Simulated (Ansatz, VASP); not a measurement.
# Ta: VASP beside Ansatz

```
Ta
1.0
    -1.70082    1.65128    1.65128
     1.65128   -1.70082    1.65128
     1.65128    1.65128   -1.70082
Ta
1
Direct
  0.00000 0.00000 0.00000
```

Change from the starting cell: equal xy, yz and zx shear strains of -3 %, crystal datasets.

Alike in both runs: task electric field gradients; functional PBE; k mesh 17 × 17 × 17; occupations fermi-dirac, width 0.08 eV; no spin polarisation.

```csv
,VASP,Ansatz
version,VASP 6.6.1,Ansatz 0.2.0
potentials or method,"VASP PAW PBE potentials, release 64 (Ta_pv), cutoff 520 eV","all-electron PAW with datasets made for the crystal, scalar-relativistic"
```

|  | VASP | Ansatz | Ansatz less VASP |
| --- | --- | --- | --- |
| pressure (GPa) | 3.6 | 3.4 | -0.20 |
| traceless stress, the component that is largest in VASP (GPa) | 2.21 | 2.17 | -0.035 |
| size of Vzz on the site where it differs most (V/Å²) | 54.6 | 41.9 | -12.72 |

Ansatz ran all-electron here, and VASP with PAW potentials.

Neither program's run includes spin-orbit coupling.
